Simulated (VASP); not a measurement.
Wanted: the native input for a VASP 6.6.1 run.

| Item | Value |
| --- | --- |
| Task | single point |
| Functional | PBEsol |
| Potentials or basis | VASP PAW PBE potentials, release 64 (Zn, S) |
| Cutoff | 500 eV |
| k mesh | 8 × 8 × 8 |
| Occupations | fermi-dirac, width 0.02 eV |
| Spin | no spin polarisation |
| Dipole correction | no |
| Further INCAR settings | ALGO = Normal; EDIFF = 1e-06; NBANDS = 16 |

The structure of ZnS lies in POSCAR:

```
ZnS
1.0
    3.1792338589      0.0000000000      0.0000000000
    0.0000000000      3.1792338589      0.0000000000
    0.0000000000      0.0000000000      3.1792338589
Zn S
1 1
Direct
    0.0000000000      0.0000000000      0.0000000000
    0.5000000000      0.5000000000      0.5000000000
```

These files were run (other wordings do the same):

INCAR

```
PREC = Accurate ; ENCUT = 500
EDIFF = 1E-6 ; ISMEAR = -1
SIGMA = 0.02 ; LREAL = False
LASPH = True ; NELM = 120
ALGO = Normal ; ISIF = 2
LWAVE = False ; LCHARG = False
GGA = PS ; NBANDS = 16
GGA_COMPAT = False
```

KPOINTS

```
regular mesh
0
Gamma
  8 8 8
```

Potentials or basis: VASP PAW PBE potentials, release 64 (Zn, S).

Launch:

```bash
$ cat potpaw_PBE.64/Zn/POTCAR potpaw_PBE.64/S/POTCAR > POTCAR
$ mpirun -np 1 vasp_std > vasp.out
```

Results of the run:

- Pressure: -3.4 GPa
- Band gap on the k mesh: zero (band 9 reaches 4.95 eV, above the bottom of band 10 at 3.68 eV)

Caveat: the PAW data sets were made with another functional, which shifts forces and pressure a little.

Wall time 22 s on 1 thread of Intel Xeon 8259CL, with other jobs on the host, peak memory 0.14 GiB.
